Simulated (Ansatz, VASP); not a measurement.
## AlNi in VASP and in Ansatz

The input INCAR:

```
ALGO = Fast ; EDIFF = 1E-7
ENCUT = 520 ; GGA = PS
ISIF = 2 ; ISMEAR = 0
LASPH = T ; LCHARG = F
LREAL = F ; LWAVE = F
NBANDS = 14 ; NELM = 80
PREC = Accurate ; SIGMA = 0.15
```

Contents of KPOINTS:

```
k-points
0
Gamma
  18 18 16
```

Contents of POSCAR:

```
AlNi
1.0
    1.9774678800     -1.9531901500      0.0000000000
    1.9774678800      1.9531901500      0.0000000000
    0.0000000000      0.0000000000      3.0994300413
Al Ni
1 1
Direct
    0.0000000000      0.0000000000      0.0000000000
    0.5000000000      0.5000000000      0.5000000000
```

Input for Ansatz:

```yaml
crystal:
  lattice:
    - [1.97746788, -1.95319015, 0.0]
    - [1.97746788, 1.95319015, 0.0]
    - [0.0, 0.0, 3.0994300413]
  atoms:
    - { symbol: Al, position: [0.0, 0.0, 0.0] }
    - { symbol: Ni, position: [0.5, 0.5, 0.5] }
basis:
  ecutwfc: 420
kpoints:
  mp_grid: { grid: [18, 18, 16] }
hamiltonian:
  xc: pbesol
scf:
  occupations: { method: gaussian, width: 0.15 }
output:
  forces: true
  stress: true
  eigenvalues: true
  write_density: true
  write_potential: true
  elf: true
  volumetric_format: npy
```

Change from the starting cell: strain +0.0200 x Voigt [1, 0, 0, 0, 0, 0], atoms carried along.

Alike in both runs: task single point; functional PBEsol; k mesh 18 × 18 × 16; occupations gaussian, width 0.15 eV; no spin polarisation.

|  | VASP | Ansatz |
| --- | --- | --- |
| version | VASP 6.6.1 | Ansatz 0.2.0 |
| potentials or method | VASP PAW PBE potentials, release 64 (Al, Ni), cutoff 520 eV | scalar-relativistic, plane waves, PAW |
| valence electrons in the cell | 13 | 21 |

Ansatz gave:

```
gap on the k mesh at the Fermi level (eV)                     : none
pressure (GPa)                                                : -2.9
traceless stress, the component that is largest in VASP (GPa) : -3.74
```

Question: Estimate VASP's values.

Answer: gap on the k mesh at the Fermi level (eV): none; pressure (GPa): -2.8; traceless stress, the component that is largest in VASP (GPa): -3.87.

VASP's potentials were made for PBE, not for PBEsol. A gap of «none» marks a metal or a gap that the smearing closes. The functional is the same, so the differences come from potentials, cutoffs and numerics. VASP's potentials hold 13 valence electrons a cell and Ansatz's 21, so a difference there can come from the potentials and not from the codes.
